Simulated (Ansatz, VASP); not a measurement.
Al in VASP and in Ansatz

```xyz
2
Lattice="3.0081 0.0000 0.0000 -1.5041 2.6051 0.0000 0.0000 0.0000 4.8392" Properties=species:S:1:pos:R:3 pbc="T T T"
Al    0.0000    1.7367    1.2098
Al    1.5041    0.8684    3.6294
```

Alike in both runs: task single point; functional RPBE; k mesh 14 × 14 × 8; occupations fermi-dirac, width 0.1 eV; no spin polarisation.

```csv
,VASP,Ansatz
version,VASP 6.6.1,Ansatz 0.2.0
potentials or method,"VASP PAW PBE potentials, release 64 (Al), cutoff 520 eV","plane waves (420 eV) with PAW, scalar-relativistic"
valence electrons in the cell,6,6
```

Ansatz gave:

| Item | Value |
| --- | --- |
| pressure (GPa) | -6.3 |
| traceless stress, the component that is largest in VASP (GPa) | 0.75 |

Problem. What did VASP give for the same quantities?

Solution. Pressure (GPa): -6.4; traceless stress, the component that is largest in VASP (GPa): 0.75.

VASP's potentials were made for PBE, not for RPBE. With one functional, cell and mesh, what is left measures potentials, basis and numerics.
